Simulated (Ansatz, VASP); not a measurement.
**Ag in VASP and in Ansatz**

INCAR

```
PREC = Accurate
ENCUT = 520
EDIFF = 1E-6
ISMEAR = 1
SIGMA = 0.15
LREAL = F
LASPH = T
NELM = 150
ALGO = Fast
ISIF = 2
LWAVE = F
LCHARG = T
LNONCOLLINEAR = T
MAGMOM = 0 0 0
LORBIT = 11
LSORBIT = T
GGA_COMPAT = F
LORBMOM = T
LMAXMIX = 4
GGA = PE
ALDAC = 0.0
AGGAC = 0.0
LVHAR = T
NBANDS = 22
```

File KPOINTS:

```
regular mesh
0
Gamma
  11 11 11
```

POSCAR

```
Ag
1.0
    0.0000000000      1.9335133273      1.9335133273
    1.9335133273      0.0000000000      1.9335133273
    1.9335133273      1.9335133273      0.0000000000
Ag
1
Direct
    0.0000000000      0.0000000000      0.0000000000
```

File input.yaml:

```yaml
crystal:
  lattice:
    - [0.0, 1.9335133273, 1.9335133273]
    - [1.9335133273, 0.0, 1.9335133273]
    - [1.9335133273, 1.9335133273, 0.0]
  atoms:
    - { symbol: Ag, position: [0.0, 0.0, 0.0] }
hamiltonian:
  xc: { exchange: pbe, correlation: none }
  pseudopotentials: { kind: nc_fr }
magnetization:
  noncollinear: true
  spin_orbit: true
kpoints:
  mp_grid: { grid: [11, 11, 11] }
scf:
  occupations: { method: methfessel_paxton, width: 0.15 }
output:
  forces: true
  stress: true
  eigenvalues: true
```

Alike in both runs: task single point; functional PBE exchange alone; k mesh 11 × 11 × 11; occupations methfessel-paxton of order 1, width 0.15 eV; non-collinear spin, spin-orbit coupling.

|  | VASP | Ansatz |
| --- | --- | --- |
| version | VASP 6.6.1 | Ansatz 0.2.0 |
| potentials or method | VASP PAW PBE potentials, release 64 (Ag) | PseudoDojo standard (PBE files) |
| plane-wave cutoff (eV) | 520 | 1116 |
| valence electrons in the cell | 11 | 19 |

```csv
,VASP,Ansatz,Ansatz less VASP
net moment per atom (μB),0.00,0.00,0.000
```

VASP's potentials were made for PBE, not for PBE exchange alone. VASP's potentials hold 11 valence electrons a cell and Ansatz's 19, so a difference there can come from the potentials and not from the codes.

Noted on Ansatz's run: the potentials were made for another functional, which shifts forces and pressure.
